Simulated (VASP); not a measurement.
# WSe2 (P6_3/mmc) in VASP: notebook

WSe2 is run at these levels: PBEsol; tasks: single point, relaxation of shape and atoms at fixed volume.

Everything below comes from runs of VASP 6.6.1. Logs are shortened: lines on timing, memory, paths and dates and some standing lists are left out, and cuts for length are marked.

### Step 1. The cell of the first run

Symmetry: P6_3/mmc, No. 194, hexagonal system. Conventional cell: a = 3.277 Å, b = 3.277 Å, c = 13.571 Å, α = 90.00°, β = 90.00°, γ = 120.00°. Within 3.3 Å of W (site symmetry -6m2) lie 6 Se at 2.53 Å and 6 W at 3.28 Å. Se (site symmetry 3m) has 3 W at 2.53 Å and 6 Se at 3.28 Å within 3.3 Å.

### Step 2. Single point, PBEsol (volume scaled by 1.03, then relaxed in part)

Contents of INCAR:

```
PREC = Accurate ; ENCUT = 520
EDIFF = 1E-6 ; ISMEAR = 0
SIGMA = 0.02 ; LREAL = F
LASPH = T ; NELM = 60
ALGO = Normal ; ISIF = 2
LWAVE = F ; LCHARG = F
GGA = PS ; NBANDS = 35
```

Contents of KPOINTS:

```
Automatic mesh
0
Gamma
  12 12 2
```

Contents of POSCAR:

```
WSe2
1.0
    3.2767732610      0.0000000000      0.0000000000
   -1.6383866305      2.8377688864      0.0000000000
    0.0000000000      0.0000000000     13.5705944310
W Se
2 4
Direct
    0.3333333333      0.6666666667      0.2500000000
    0.6666666667      0.3333333333      0.7500000000
    0.3333333333      0.6666666667      0.6267641375
    0.6666666667      0.3333333333      0.1267641375
    0.3333333333      0.6666666667      0.8732358625
    0.6666666667      0.3333333333      0.3732358625
```

Potentials or basis: VASP PAW PBE potentials, release 64 (W_sv, Se).

Launch:

```sh
$ cat potpaw_PBE.64/W_sv/POTCAR potpaw_PBE.64/Se/POTCAR > POTCAR
$ mpirun -np 1 vasp_std > vasp.out
```

OUTCAR:

```text
PREC = Accurate
   ENCUT = 520
   EDIFF = 1E-6
   ISMEAR = 0
   LREAL = F
   LASPH = T
   NELM = 60
   ISIF = 2
   GGA = PS

 ion  position               nearest neighbor table
   1  0.333  0.667  0.250-   4 2.53   6 2.53   4 2.53   6 2.53   4 2.53   6 2.53
   2  0.667  0.333  0.750-   3 2.53   5 2.53   3 2.53   5 2.53   3 2.53   5 2.53
   3  0.333  0.667  0.627-   2 2.53   2 2.53   2 2.53
   4  0.667  0.333  0.127-   1 2.53   1 2.53   1 2.53
   5  0.333  0.667  0.873-   2 2.53   2 2.53   2 2.53
   6  0.667  0.333  0.373-   1 2.53   1 2.53   1 2.53

  LATTYP: Found a hexagonal cell.
 ALAT       =     3.2767732610
 C/A-ratio  =     4.1414505521

  Lattice vectors:

 A1 = (   3.2767732610,   0.0000000000,   0.0000000000)
 A2 = (  -1.6383866305,   2.8377688864,   0.0000000000)
 A3 = (   0.0000000000,   0.0000000000,  13.5705944310)

Analysis of symmetry for initial positions (statically):
=====================================================================
 Subroutine PRICEL returns:
 Original cell was already a primitive cell.

 Routine SETGRP: Setting up the symmetry group for a
 hexagonal supercell.

 Subroutine GETGRP returns: Found 24 space group operations
 (whereof 12 operations were pure point group operations)
 out of a pool of 24 trial point group operations.

The static configuration has the point symmetry D_3d.
 The point group associated with its full space group is D_6h.

Analysis of symmetry for dynamics (positions and initial velocities):
=====================================================================
 Subroutine PRICEL returns:
 Original cell was already a primitive cell.

 Routine SETGRP: Setting up the symmetry group for a
 hexagonal supercell.

 Subroutine GETGRP returns: Found 24 space group operations
 (whereof 12 operations were pure point group operations)
 out of a pool of 24 trial point group operations.

The dynamic configuration has the point symmetry D_3d.
 The point group associated with its full space group is D_6h.

 Subroutine INISYM returns: Found 24 space group operations
 (whereof 12 operations are pure point group operations),
 and found     1 'primitive' translations

----------------------------------------------------------------------------------------

                                     Primitive cell

  volume of cell :     126.1892

  direct lattice vectors                    reciprocal lattice vectors
     3.276773261  0.000000000  0.000000000     0.305178272  0.176194757  0.000000000
    -1.638386631  2.837768886  0.000000000     0.000000000  0.352389514  0.000000000
     0.000000000  0.000000000 13.570594431     0.000000000  0.000000000  0.073688740

  length of vectors
     3.276773261  3.276773261 13.570594431     0.352389514  0.352389514  0.073688740

  position of ions in fractional coordinates (direct lattice)
     0.333333333  0.666666667  0.250000000
     0.666666667  0.333333333  0.750000000
     0.333333333  0.666666667  0.626764137
     0.666666667  0.333333333  0.126764137
     0.333333333  0.666666667  0.873235863
     0.666666667  0.333333333  0.373235863

  ion indices of the primitive-cell ions
   primitive index   ion index
                 1           1
                 2           2
                 3           3
                 4           4
                 5           5
                 6           6

----------------------------------------------------------------------------------------

 KPOINTS: Automatic mesh

Automatic generation of k-mesh.
 Grid dimensions read from file:
 generate k-points for:   12   12    2

 Generating k-lattice:

  Cartesian coordinates                     Fractional coordinates (reciprocal lattice)
     0.025431523  0.014682896  0.000000000     0.083333333  0.000000000  0.000000000
     0.000000000  0.029365793  0.000000000     0.000000000  0.083333333  0.000000000
     0.000000000  0.000000000  0.036844370     0.000000000  0.000000000  0.500000000

  Length of vectors
     0.029365793  0.029365793  0.036844370

  Shift w.r.t. Gamma in fractional coordinates (k-lattice)
     0.000000000  0.000000000  0.000000000

 Subroutine IBZKPT returns following result:
 ===========================================

 Found     38 irreducible k-points:

 Following reciprocal coordinates:
            Coordinates               Weight
  0.000000  0.000000  0.000000      1.000000
  0.083333 -0.000000  0.000000      6.000000
  0.166667  0.000000  0.000000      6.000000
  0.250000 -0.000000  0.000000      6.000000
  0.333333 -0.000000  0.000000      6.000000
  0.416667  0.000000  0.000000      6.000000
[... 16 lines left out ...]
  0.250000 -0.000000  0.500000      6.000000
  0.333333 -0.000000  0.500000      6.000000
 [... further k-points ...]
   k-points           NKPTS =     38   k-points in BZ     NKDIM =     38   number of bands    NBANDS=     35
   number of dos      NEDOS =    301   number of ions     NIONS =      6
   total plane-waves  NPLWV =  62208
   dimension x,y,z NGX =    24 NGY =   24 NGZ =  108
   dimension x,y,z NGXF=    48 NGYF=   48 NGZF=  216
   ions per type =               2   4
   NGX,Y,Z   is equivalent  to a cutoff of  12.18, 12.18, 13.23 a.u.
   NGXF,Y,Z  is equivalent  to a cutoff of  24.35, 24.35, 26.46 a.u.
 SYSTEM =  unknown system
   PREC   = accura    normal or accurate (medium, high low for compatibility)
   ISTART =      0    job   : 0-new  1-cont  2-samecut
   ICHARG =      2    charge: 1-file 2-atom 10-const
   ISPIN  =      1    spin polarized calculation?
   LNONCOLLINEAR =      F non collinear calculations
   LSORBIT =      F    spin-orbit coupling
   LASPH  =      T    aspherical Exc in radial PAW
   ENCUT  =  520.0 eV  38.22 Ry    6.18 a.u.   6.09  6.09 25.23*2*pi/ulx,y,z
   NELM   =     60;   NELMIN=  2; NELMDL= -5     # of ELM steps
   EDIFF  = 0.1E-05   stopping-criterion for ELM
   LREAL  =      F    real-space projection
   EDIFFG = 0.1E-04   stopping-criterion for IOM
   NSW    =      0    number of steps for IOM
   IBRION =     -1    ionic relax: 0-MD 1-quasi-New 2-CG
   NFREE  =      0    steps in history (QN), initial steepest desc. (CG)
   ISIF   =      2    stress and relaxation
   ISYM   =      2    0-nonsym 1-usesym 2-fastsym
   POTIM  = 0.5000    time-step for ionic-motion
   TEBEG  =    0.0;   TEEND  =   0.0 temperature during run
   PSTRESS=    0.0 pullay stress
   NELECT =      52.0000    total number of electrons
   NUPDOWN=      -1.0000    fix difference up-down
   EMIN   =  10.00;   EMAX   =-10.00  energy-range for DOS
   EFERMI =   0.00;   METHOD = LEGACY
   ISMEAR =     0;   SIGMA  =   0.02  broadening in eV -4-tet -1-fermi 0-gaus
   EFERMI_NEDOS =   21; number of points for ismear=-14 and -15
   IALGO  =     38    algorithm
   IMIX   =      4    mixing-type and parameters
     AMIX     =   0.40;   BMIX     =  1.00
     AMIX_MAG =   1.60;   BMIX_MAG =  1.00
  volume/ion in A,a.u.               =      21.03       141.93
  Fermi-wavevector in a.u.,A,eV,Ry     =   1.218247  2.302152 20.192741  1.484125
  Thomas-Fermi vector in A             =   2.353539
   LORBIT       =      0    0 simple, 1 ext, 2 COOP (PROOUT), +10 PAW based schemes
   GGA     = PS    functional components
   LHFCALC =     F    Hartree Fock is set to
   AEXX    =    0.0000 exact exchange contribution
   IVDW    =     0    specifies the selected vdW correction
   LEPSILON=     F    determine dielectric tensor
   LRPA    =     F    only Hartree local field effects (RPA)
 non-spin polarized calculation
 Gauss-broadening in eV      SIGMA  =   0.02
  energy-cutoff  :      520.00
  volume of cell :      126.19
 maximum number of plane-waves:      3450
   NGX = 13   NGY = 13   NGZ = 51

 number of electron      51.9999996 magnetization

 Free energy of the ion-electron system (eV)
  ---------------------------------------------------
  ext. energy  EPLUGINS =         0.00000000
  ---------------------------------------------------
  free energy    TOTEN  =       -46.54552127 eV

  energy without entropy =      -46.54552127  energy(sigma->0) =      -46.54552127

 E-fermi :   5.7798     XC(G=0): -10.6315

 val. band max:        5.5558923169   @ k =   0.0000   0.0000   0.0000
 cond. band min:       6.7164405822   @ k =   0.1667   0.1667   0.0000
 fundamental gap:      1.1605482652
 Fermi energy:         5.7797954719

 k-point     1 :       0.0000    0.0000    0.0000
  band No.  band energies     occupation
      1     -68.5473      2.00000
      2     -68.5473      2.00000
      3     -32.8082      2.00000
      4     -32.8081      2.00000
      5     -32.6639      2.00000
      6     -32.6639      2.00000
[... 27 lines left out ...]
     34       8.6912      0.00000
     35      10.1084      0.00000

 k-point     2 :       0.0833   -0.0000    0.0000
  band No.  band energies     occupation
      1     -68.5466      2.00000
      2     -68.5465      2.00000
      3     -32.8050      2.00000
      4     -32.8049      2.00000
      5     -32.6806      2.00000
      6     -32.6806      2.00000
[... 27 lines left out ...]
     34       8.6563      0.00000
     35      10.7422      0.00000

 k-point     3 :       0.1667    0.0000    0.0000
  band No.  band energies     occupation
      1     -68.5445      2.00000
      2     -68.5445      2.00000
      3     -32.7962      2.00000
      4     -32.7962      2.00000
      5     -32.7259      2.00000
      6     -32.7259      2.00000
[... 27 lines left out ...]
     34       9.1008      0.00000
     35      11.6101      0.00000
[... 723 lines left out ...]
 k-point    23 :       0.2500   -0.0000    0.5000
  band No.  band energies     occupation
      1     -68.5418      2.00000
      2     -68.5418      2.00000
      3     -32.7873      2.00000
      4     -32.7873      2.00000
      5     -32.7843      2.00000
      6     -32.7843      2.00000
[... 27 lines left out ...]
     34       9.4531      0.00000
     35      12.0365      0.00000

 k-point    24 :       0.3333   -0.0000    0.5000
  band No.  band energies     occupation
      1     -68.5390      2.00000
      2     -68.5390      2.00000
      3     -32.8480      2.00000
      4     -32.8480      2.00000
      5     -32.7723      2.00000
      6     -32.7723      2.00000
[... 27 lines left out ...]
     34       9.7273      0.00000
     35      11.3542      0.00000

 [... further k-points ...]
[... 5 lines left out ...]
  --------------------------------------------------------------------------------------
  -------------------------------------------------------------------------------------
  Total       -0.0888324     -0.0888324      0.0677978      0.0000000      0.0000000      0.0000000
  in kB       -1.1278717     -1.1278717      0.8608036      0.0000000      0.0000000      0.0000000
  external PRESSURE =      -0.4649799 kB  Pullay stress =       0.0000000 kB

 VOLUME and BASIS-vectors are now :
 -----------------------------------------------------------------------------
  energy-cutoff  :      520.00
  volume of cell :      126.19
      direct lattice vectors                 reciprocal lattice vectors
     3.276773261  0.000000000  0.000000000     0.305178272  0.176194757  0.000000000
    -1.638386631  2.837768886  0.000000000     0.000000000  0.352389514  0.000000000
     0.000000000  0.000000000 13.570594431     0.000000000  0.000000000  0.073688740

 POSITION                                       TOTAL-FORCE (eV/Angst)
 -----------------------------------------------------------------------------------
     -0.00000      1.89185      3.39265        -0.000000      0.000000      0.000000
      1.63839      0.94592     10.17795         0.000000     -0.000000      0.000000
     -0.00000      1.89185      8.50556        -0.000000      0.000000     -0.069357
      1.63839      0.94592      1.72026        -0.000000      0.000000     -0.069357
     -0.00000      1.89185     11.85033         0.000000      0.000000      0.069357
      1.63839      0.94592      5.06503        -0.000000     -0.000000      0.069357
 -----------------------------------------------------------------------------------
    total drift:                               -0.000000      0.000000     -0.000000

  FREE ENERGIE OF THE ION-ELECTRON SYSTEM (eV)
  ---------------------------------------------------
  free  energy   TOTEN  =       -46.5455212724 eV

  energy  without entropy=      -46.5455212724  energy(sigma->0) =      -46.54552127
```

It took 2.4 min on 1 thread of Intel Xeon 6975P-C (Granite Rapids), shared host; peak memory 0.31 GiB.

What came out:

| Item | Value |
| --- | --- |
| Free energy | -46.5455 eV |
| Pressure | 0.0 GPa |
| Largest force | 0.069 eV/Å |
| Band gap on the k mesh | 1.16 eV, indirect (least direct gap 1.59 eV) |

Forces on the atoms (eV/Å):
```
W    0.000  0.000  0.000
W    0.000  0.000  0.000
Se   0.000  0.000 -0.069
Se   0.000  0.000 -0.069
Se   0.000  0.000  0.069
Se   0.000  0.000  0.069
```

Stress tensor (GPa, compression positive):
```
-0.11  0.00  0.00
 0.00 -0.11  0.00
 0.00  0.00  0.09
```

Caveat: the PAW data sets were made with another functional, which shifts forces and pressure a little; spin-orbit coupling is left out, which moves the levels of the heavy elements; this functional lacks dispersion, which binds the layers, so the pressure and a relaxed spacing across them are unreliable. A k mesh can miss the band edges.

(Continued in part 2 of 2.)
